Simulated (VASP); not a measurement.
# Co (P6_3/mmc) in VASP: further runs

Aim: see how the results for Co move with the level of theory and the settings. Levels: BLYP, LDA. Tasks: single point, relaxation of cell and atoms.

All numbers are computed with VASP 6.6.1; they aren't measurements. Logs are shortened: lines on timing, memory, paths and dates and some standing lists are left out, and cuts for length are marked.

### Step 1. The cell of the first run

The structure is hexagonal, space group P6_3/mmc (No. 194). Conventional cell: a = 2.536 Å, b = 2.536 Å, c = 4.081 Å, α = 90.00°, β = 90.00°, γ = 120.00°. Within 3.3 Å of Co (site symmetry -6m2) lie 12 Co at 2.51 to 2.54 Å.

### Step 2. Single point, BLYP, collinear spin, ferromagnetic start

File INCAR:

```
  AGGAC = 1.0
  AGGAX = 1.0
  ALDAC = 0.0
  ALDAX = 1.0
  ALGO = Normal
  EDIFF = 1E-6
  ENCUT = 520
  GGA = B5
  ISIF = 2
  ISMEAR = -1
  ISPIN = 2
  LASPH = True
  LCHARG = False
  LMAXMIX = 4
  LORBIT = 11
  LREAL = False
  LWAVE = False
  MAGMOM = 2 2
  NBANDS = 20
  NELM = 150
  PREC = Accurate
  SIGMA = 0.05
```

File KPOINTS:

```
k-points
0
Gamma
  12 12 7
```

File POSCAR:

```
Co
1.0
    2.5361861201      0.0000000000      0.0000000000
   -1.2680930600      2.1964016087      0.0000000000
    0.0000000000      0.0000000000      4.0811019712
Co
2
Direct
    0.6666666667      0.3333333333      0.7500000000
    0.3333333333      0.6666666667      0.2500000000
```

Potentials or basis: VASP PAW PBE potentials, release 64 (Co).

Run with:

```bash
$ cat potpaw_PBE.64/Co/POTCAR > POTCAR
$ mpirun -np 1 vasp_std > vasp.out
```

OUTCAR:

```text
EDIFF = 1E-6
   ENCUT = 520
   GGA = B5
   ISIF = 2
   ISMEAR = -1
   ISPIN = 2
   LASPH = True
   LORBIT = 11
   LREAL = False
   NELM = 150
   PREC = Accurate

 ion  position               nearest neighbor table
   1  0.667  0.333  0.750-   2 2.51   2 2.51   2 2.51   2 2.51   2 2.51   2 2.51
   2  0.333  0.667  0.250-   1 2.51   1 2.51   1 2.51   1 2.51   1 2.51   1 2.51

  LATTYP: Found a hexagonal cell.
 ALAT       =     2.5361861201
 C/A-ratio  =     1.6091492414

  Lattice vectors:

 A1 = (   2.5361861201,   0.0000000000,   0.0000000000)
 A2 = (  -1.2680930600,   2.1964016087,   0.0000000000)
 A3 = (   0.0000000000,   0.0000000000,   4.0811019712)

Analysis of symmetry for initial positions (statically):
=====================================================================
 Subroutine PRICEL returns:
 Original cell was already a primitive cell.

 Routine SETGRP: Setting up the symmetry group for a
 hexagonal supercell.

 Subroutine GETGRP returns: Found 24 space group operations
 (whereof 12 operations were pure point group operations)
 out of a pool of 24 trial point group operations.

The static configuration has the point symmetry D_3d.
 The point group associated with its full space group is D_6h.

Analysis of symmetry for dynamics (positions and initial velocities):
=====================================================================
 Subroutine PRICEL returns:
 Original cell was already a primitive cell.

 Routine SETGRP: Setting up the symmetry group for a
 hexagonal supercell.

 Subroutine GETGRP returns: Found 24 space group operations
 (whereof 12 operations were pure point group operations)
 out of a pool of 24 trial point group operations.

The dynamic configuration has the point symmetry D_3d.
 The point group associated with its full space group is D_6h.

Analysis of structural, dynamic, and magnetic symmetry:
=====================================================================
 Subroutine PRICEL returns:
 Original cell was already a primitive cell.

 Routine SETGRP: Setting up the symmetry group for a
 hexagonal supercell.

 Subroutine GETGRP returns: Found 24 space group operations
 (whereof 12 operations were pure point group operations)
 out of a pool of 24 trial point group operations.

The overall configuration has the point symmetry D_3d.
 The point group associated with its full space group is D_6h.

 Subroutine INISYM returns: Found 24 space group operations
 (whereof 12 operations are pure point group operations),
 and found     1 'primitive' translations

----------------------------------------------------------------------------------------

                                     Primitive cell

  volume of cell :      22.7337

  direct lattice vectors                    reciprocal lattice vectors
     2.536186120  0.000000000  0.000000000     0.394292829  0.227645071  0.000000000
    -1.268093060  2.196401609  0.000000000     0.000000000  0.455290142  0.000000000
     0.000000000  0.000000000  4.081101971     0.000000000  0.000000000  0.245031858

  length of vectors
     2.536186120  2.536186120  4.081101971     0.455290142  0.455290142  0.245031858

  position of ions in fractional coordinates (direct lattice)
     0.666666667  0.333333333  0.750000000
     0.333333333  0.666666667  0.250000000

  ion indices of the primitive-cell ions
   primitive index   ion index
                 1           1
                 2           2

----------------------------------------------------------------------------------------

 KPOINTS: k-points

Automatic generation of k-mesh.
 Grid dimensions read from file:
 generate k-points for:   12   12    7

 Generating k-lattice:

  Cartesian coordinates                     Fractional coordinates (reciprocal lattice)
     0.032857736  0.018970423  0.000000000     0.083333333  0.000000000  0.000000000
     0.000000000  0.037940845  0.000000000     0.000000000  0.083333333  0.000000000
     0.000000000  0.000000000  0.035004551     0.000000000  0.000000000  0.142857143

  Length of vectors
     0.037940845  0.037940845  0.035004551

  Shift w.r.t. Gamma in fractional coordinates (k-lattice)
     0.000000000  0.000000000  0.000000000

 Subroutine IBZKPT returns following result:
 ===========================================

 Found     76 irreducible k-points:

 Following reciprocal coordinates:
            Coordinates               Weight
  0.000000  0.000000  0.000000      1.000000
  0.083333  0.000000  0.000000      6.000000
  0.166667  0.000000  0.000000      6.000000
  0.250000  0.000000  0.000000      6.000000
  0.333333  0.000000  0.000000      6.000000
  0.416667  0.000000  0.000000      6.000000
[... 16 lines left out ...]
  0.250000  0.000000  0.142857     12.000000
  0.333333  0.000000  0.142857     12.000000
 [... further k-points ...]
   k-points           NKPTS =     76   k-points in BZ     NKDIM =     76   number of bands    NBANDS=     20
   number of dos      NEDOS =    301   number of ions     NIONS =      2
   total plane-waves  NPLWV =  12000
   dimension x,y,z NGX =    20 NGY =   20 NGZ =   30
   dimension x,y,z NGXF=    40 NGYF=   40 NGZF=   60
   ions per type =               2
   NGX,Y,Z   is equivalent  to a cutoff of  13.11, 13.11, 12.22 a.u.
   NGXF,Y,Z  is equivalent  to a cutoff of  26.22, 26.22, 24.44 a.u.
 SYSTEM =  unknown system
   PREC   = accura    normal or accurate (medium, high low for compatibility)
   ISTART =      0    job   : 0-new  1-cont  2-samecut
   ICHARG =      2    charge: 1-file 2-atom 10-const
   ISPIN  =      2    spin polarized calculation?
   LNONCOLLINEAR =      F non collinear calculations
   LSORBIT =      F    spin-orbit coupling
   LASPH  =      T    aspherical Exc in radial PAW
   ENCUT  =  520.0 eV  38.22 Ry    6.18 a.u.   4.72  4.72  7.59*2*pi/ulx,y,z
   NELM   =    150;   NELMIN=  2; NELMDL= -5     # of ELM steps
   EDIFF  = 0.1E-05   stopping-criterion for ELM
   LREAL  =      F    real-space projection
   EDIFFG = 0.1E-04   stopping-criterion for IOM
   NSW    =      0    number of steps for IOM
   IBRION =     -1    ionic relax: 0-MD 1-quasi-New 2-CG
   NFREE  =      0    steps in history (QN), initial steepest desc. (CG)
   ISIF   =      2    stress and relaxation
   ISYM   =      2    0-nonsym 1-usesym 2-fastsym
   POTIM  = 0.5000    time-step for ionic-motion
   TEBEG  =    0.0;   TEEND  =   0.0 temperature during run
   PSTRESS=    0.0 pullay stress
   NELECT =      18.0000    total number of electrons
   NUPDOWN=      -1.0000    fix difference up-down
   EMIN   =  10.00;   EMAX   =-10.00  energy-range for DOS
   EFERMI =   0.00;   METHOD = LEGACY
   ISMEAR =    -1;   SIGMA  =   0.05  broadening in eV -4-tet -1-fermi 0-gaus
   EFERMI_NEDOS =   21; number of points for ismear=-14 and -15
   IALGO  =     38    algorithm
   IMIX   =      4    mixing-type and parameters
     AMIX     =   0.40;   BMIX     =  1.00
     AMIX_MAG =   1.60;   BMIX_MAG =  1.00
  volume/ion in A,a.u.               =      11.37        76.71
  Fermi-wavevector in a.u.,A,eV,Ry     =   1.514522  2.862031 31.208725  2.293777
  Thomas-Fermi vector in A             =   2.624168
   LORBIT       =     11    0 simple, 1 ext, 2 COOP (PROOUT), +10 PAW based schemes
   GGA     = B5    functional components
   LHFCALC =     F    Hartree Fock is set to
   AEXX    =    0.0000 exact exchange contribution
   IVDW    =     0    specifies the selected vdW correction
   LEPSILON=     F    determine dielectric tensor
   LRPA    =     F    only Hartree local field effects (RPA)
 spin polarized calculation
  energy-cutoff  :      520.00
  volume of cell :       22.73
 maximum number of plane-waves:       623
 NGX is ok and might be reduce to    20
   NGX =  9   NGY =  9   NGZ = 15

 number of electron      18.0000006 magnetization       3.2509295

 Free energy of the ion-electron system (eV)
  ---------------------------------------------------
  ext. energy  EPLUGINS =         0.00000000
  ---------------------------------------------------
  free energy    TOTEN  =       -12.13005756 eV

  energy without entropy =      -12.11374733  energy(sigma->0) =      -12.12190245

 E-fermi :  10.0681     XC(G=0): -12.5374

 val. band max:       10.0640488928   @ k =   0.2500   0.0000   0.2857
 cond. band min:      10.0771393984   @ k =   0.2500   0.0000   0.4286
 fundamental gap:      0.0130905056
 Fermi energy:        10.0681200525

 spin component 1

 k-point     1 :       0.0000    0.0000    0.0000
  band No.  band energies     occupation
      1       1.5866      1.00000
      2       5.2157      1.00000
      3       7.5768      1.00000
      4       7.5768      1.00000
      5       7.5777      1.00000
      6       7.8683      1.00000
[... 12 lines left out ...]
     19      35.2331      0.00000
     20      35.3968      0.00000
[... 507 lines left out ...]
 k-point    24 :       0.3333    0.0000    0.1429
  band No.  band energies     occupation
      1       4.7116      1.00000
      2       5.9287      1.00000
      3       6.3123      1.00000
      4       6.9822      1.00000
      5       7.6412      1.00000
      6       7.6521      1.00000
[... 12 lines left out ...]
     19      32.9441      0.00000
     20      33.9825      0.00000

 [... further k-points ...]

 spin component 2

 k-point     1 :       0.0000    0.0000    0.0000
  band No.  band energies     occupation
      1       1.6226      1.00000
      2       6.1703      1.00000
      3       9.1813      1.00000
      4       9.1839      1.00000
      5       9.1839      1.00000
      6       9.5258      0.99998
[... 12 lines left out ...]
     19      35.5733      0.00000
     20      35.5733      0.00000
[... 507 lines left out ...]
 k-point    24 :       0.3333    0.0000    0.1429
  band No.  band energies     occupation
      1       4.9937      1.00000
      2       7.1262      1.00000
      3       7.4714      1.00000
      4       8.2611      1.00000
      5       9.1147      1.00000
      6       9.2660      1.00000
[... 12 lines left out ...]
     19      32.9076      0.00000
     20      34.3401      0.00000

 [... further k-points ...]
[... 5 lines left out ...]
  --------------------------------------------------------------------------------------
  -------------------------------------------------------------------------------------
  Total       -0.0328786     -0.0328786     -0.0463695     -0.0000000     -0.0000000      0.0000000
  in kB       -2.3171461     -2.3171461     -3.2679307     -0.0000000     -0.0000000      0.0000000
  external PRESSURE =      -2.6340743 kB  Pullay stress =       0.0000000 kB

 VOLUME and BASIS-vectors are now :
 -----------------------------------------------------------------------------
  energy-cutoff  :      520.00
  volume of cell :       22.73
      direct lattice vectors                 reciprocal lattice vectors
     2.536186120  0.000000000  0.000000000     0.394292829  0.227645071  0.000000000
    -1.268093060  2.196401609  0.000000000     0.000000000  0.455290142  0.000000000
     0.000000000  0.000000000  4.081101971     0.000000000  0.000000000  0.245031858

 POSITION                                       TOTAL-FORCE (eV/Angst)
 -----------------------------------------------------------------------------------
      1.26809      0.73213      3.06083        -0.000000      0.000000      0.000000
     -0.00000      1.46427      1.02028         0.000000     -0.000000      0.000000
 -----------------------------------------------------------------------------------
    total drift:                                0.000000     -0.000000     -0.000000

  FREE ENERGIE OF THE ION-ELECTRON SYSTEM (eV)
  ---------------------------------------------------
  free  energy   TOTEN  =       -12.1300575626 eV

  energy  without entropy=      -12.1137473304  energy(sigma->0) =      -12.12190245

 total charge

# of ion       s       p       d       tot
------------------------------------------
    1        0.467   0.464   7.286   8.218
    2        0.467   0.464   7.286   8.218
--------------------------------------------------
tot          0.934   0.929  14.572  16.435

 magnetization (x)

# of ion       s       p       d       tot
------------------------------------------
    1       -0.014  -0.047   1.708   1.648
    2       -0.014  -0.047   1.708   1.648
--------------------------------------------------
tot         -0.027  -0.093   3.416   3.295
```

Run time: 62 s. Hardware: 1 thread of Intel Xeon Platinum 8259CL at 2.50GHz (Skylake/Cascade Lake), shared host; peak memory 0.17 GiB.

Results:

| Quantity | Value |
| --- | --- |
| Free energy | -12.1301 eV |
| Pressure | -0.3 GPa |
| Net moment | 3.25 μB per cell |
| Site moments | Co +1.65 μB |
| Valence electrons inside the program's atomic spheres | Co 8.22 |

Levels at points of the mesh, in eV from the Fermi level:
Spin up:
| k point | band 9 | band 10 | band 11 | band 12 | band 13 | band 14 |
| --- | --- | --- | --- | --- | --- | --- |
| (0.00, 0.00, 0.00) | -1.89 | -0.84 | -0.84 | 0.23 | 6.09 | 21.88 |
| (0.50, 0.00, 0.00) | -0.63 | -0.59 | 1.30 | 3.16 | 9.50 | 10.01 |
Spin down:
```
           k point  band 4  band 5  band 6  band 7  band 8  band 9  band 10  band 11
(0.00, 0.00, 0.00)   -0.88   -0.88   -0.54   -0.54   -0.18   -0.18     0.22     0.99
(0.50, 0.00, 0.00)   -1.60   -1.06   -0.92   -0.54    1.10    1.24     1.26     2.48
```

Caveat: the PAW data sets were made with another functional, which shifts forces and pressure a little.

### Step 3. Relaxation of cell and atoms, BLYP, collinear spin, ferromagnetic start

This run uses another cell than the first one, of 10.64 Å³/atom.

File INCAR:

```
AGGAC = 1.0
AGGAX = 1.0
ALDAC = 0.0
ALDAX = 1.0
ALGO = Normal
EDIFF = 1E-6
EDIFFG = -0.01
ENCUT = 600
GGA = B5
IBRION = 2
ISIF = 3
ISMEAR = -1
ISPIN = 2
LASPH = T
LCHARG = F
LMAXMIX = 4
LORBIT = 11
LREAL = F
LWAVE = F
MAGMOM = 2 2
NELM = 150
NSW = 60
PREC = Accurate
SIGMA = 0.05
```

KPOINTS is that of step 2.

File POSCAR:

```
Co
1.0
    2.4719999032      0.0000000000      0.0000000000
   -1.2359999516      2.1408147143      0.0000000000
    0.0000000000      0.0000000000      4.0211440800
Co
2
Direct
    0.6666666667      0.3333333333      0.7500000000
    0.3333333333      0.6666666667      0.2500000000
```

Potentials or basis: VASP PAW PBE potentials, release 64 (Co).

Run with:

```bash
$ cat potpaw_PBE.64/Co/POTCAR > POTCAR
$ mpirun -np 1 vasp_std > vasp.out
```

Run time: 3.7 min. Hardware: 1 thread of Intel Xeon Platinum 8259CL at 2.50GHz (Skylake/Cascade Lake), shared host; peak memory 0.18 GiB.

Results (log left out):

```yaml
Free_energy: -12.1294 eV
Relaxed_volume: 11.34 Å³/atom
Relaxed_cell: a = 2.535 Å, b = 2.535 Å, c = 4.077 Å, α = 90.00°, β = 90.00°, γ = 120.00°
Space_group_after_relaxing_to_0.1_Å: P6_3/mmc (No. 194)
Energy_gained_by_relaxing: 28.8 meV/atom
Ionic_steps: 6
Pressure_after_relaxing: 0.1 GPa
Net_moment: 3.25 μB per cell
Site_moments: Co +1.65 μB
Valence_electrons_inside_the_program's_atomic_spheres: Co 8.22
```

Stress tensor (GPa, compression positive):
```
0.11 0.00 0.00
0.00 0.11 0.00
0.00 0.00 0.00
```

The path:
```tsv
step	energy change (eV)	largest force (eV/Å)	pressure (GPa)	volume (Å³)
1	0.0000	0.0000	13.44	21.28
2	-0.0104	0.0000	-9.86	24.15
3	-0.0570	0.0000	-0.18	22.72
4	-0.0570	0.0000	0.00	22.69
5	-0.0575	0.0000	0.09	22.68
6	-0.0575	0.0000	0.08	22.68
```

Final structure:
```
Co
1.0
     2.53455    0.00000    0.00000
    -1.26727    2.19498    0.00000
     0.00000    0.00000    4.07724
Co
2
Direct
  0.66667 0.33333 0.75000
  0.33333 0.66667 0.25000
```

Levels at points of the mesh, in eV from the Fermi level:
Spin up:
```
           k point  band 8  band 9  band 10  band 11  band 12  band 13  band 14  band 15
(0.00, 0.00, 0.00)   -1.90   -1.90    -0.84    -0.84     0.24     6.11    21.89    23.61
(0.50, 0.00, 0.00)   -0.74   -0.62    -0.59     1.31     3.17     9.52    10.03    12.68
```
Spin down:
| k point | band 3 | band 4 | band 5 | band 6 | band 7 | band 8 | band 9 | band 10 | band 11 | band 12 |
| --- | --- | --- | --- | --- | --- | --- | --- | --- | --- | --- |
| (0.00, 0.00, 0.00) | -0.89 | -0.89 | -0.89 | -0.55 | -0.55 | -0.18 | -0.18 | 0.23 | 0.99 | 0.99 |
| (0.50, 0.00, 0.00) | -2.97 | -1.61 | -1.06 | -0.92 | -0.54 | 1.10 | 1.24 | 1.26 | 2.48 | 4.15 |

Caveat: the PAW data sets were made with another functional, which shifts forces and pressure a little.

### Step 4. Single point, LDA, collinear spin, ferromagnetic start

This run uses another cell than the first one, of 10.00 Å³/atom.

File INCAR:

```
PREC = Accurate ; ENCUT = 520
EDIFF = 1E-6 ; ISMEAR = -1
SIGMA = 0.05 ; LREAL = F
LASPH = T ; NELM = 150
ALGO = Normal ; ISIF = 2
LWAVE = F ; LCHARG = F
ISPIN = 2 ; MAGMOM = 2 2
LORBIT = 11 ; LMAXMIX = 4
NBANDS = 20
```

File KPOINTS:

```
Automatic mesh
0
Gamma
  12 12 7
```

File POSCAR:

```
Co
1.0
    2.4275842314      0.0000000000      0.0000000000
   -1.2137921157      2.1023496142      0.0000000000
    0.0000000000      0.0000000000      3.9170902650
Co
2
Direct
    0.6666666667      0.3333333333      0.7500000000
    0.3333333333      0.6666666667      0.2500000000
```

Potentials or basis: VASP PAW LDA potentials, release 64 (Co).

Run with:

```bash
$ cat potpaw_LDA.64/Co/POTCAR > POTCAR
$ mpirun -np 1 vasp_std > vasp.out
```

Wall time 65 s (1 thread of AMD EPYC 7R13, shared host); peak memory 0.12 GiB.

The run converged. Its results:

| Item | Value |
| --- | --- |
| Free energy | -16.2590 eV |
| Pressure | -1.0 GPa |
| Net moment | 2.96 μB per cell |
| Site moments | Co +1.47 μB |
| Valence electrons inside the program's atomic spheres | Co 8.45 |

Stress tensor (GPa, compression positive):
```
-0.91  0.00  0.00
 0.00 -0.91  0.00
 0.00  0.00 -1.06
```

Levels at points of the mesh, in eV from the Fermi level:
Spin up:
```csv
k point,band 8,band 9,band 10,band 11,band 12,band 13
"(0.00, 0.00, 0.00)",-1.76,-1.76,-0.48,-0.48,-0.06,7.27
"(0.50, 0.00, 0.00)",-0.34,-0.21,-0.17,1.69,3.86,10.42
```
Spin down:
| k point | band 4 | band 5 | band 6 | band 7 | band 8 | band 9 | band 10 | band 11 |
| --- | --- | --- | --- | --- | --- | --- | --- | --- |
| (0.00, 0.00, 0.00) | -1.18 | -1.18 | -0.77 | -0.77 | -0.31 | -0.31 | 0.12 | 1.07 |
| (0.50, 0.00, 0.00) | -1.88 | -1.36 | -1.20 | -0.75 | 1.21 | 1.37 | 1.40 | 2.81 |

(Continued in part 2 of 2.)
